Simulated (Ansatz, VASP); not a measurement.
**CsBa3: VASP beside Ansatz**

```xyz
4
Lattice="6.6044 0.0000 0.0000 0.0000 6.6044 0.0000 0.0000 0.0000 6.6044" Properties=species:S:1:pos:R:3 pbc="T T T"
Cs    0.0000    0.0000    0.0000
Ba    0.0000    3.3022    3.3022
Ba    3.3022    0.0000    3.3022
Ba    3.3022    3.3022    0.0000
```

Alike in both runs: task single point; functional PBE; k mesh 2 × 2 × 2; occupations fermi-dirac, width 0.1 eV; no spin polarisation.

```csv
,VASP,Ansatz
version,VASP 6.6.1,Ansatz 0.2.0
potentials or method,"VASP PAW PBE potentials, release 64 (Cs_sv, Ba_sv)","plane waves, PAW"
plane-wave cutoff (eV),520,420
valence electrons in the cell,39,39
```

```tsv
	VASP	Ansatz	Ansatz less VASP
pressure (GPa)	0.3	0.3	0.00
```

With one functional, cell and mesh, what is left measures potentials, basis and numerics.

The k mesh is coarse, so the values compare programs but aren't converged. Neither program's run includes spin-orbit coupling.
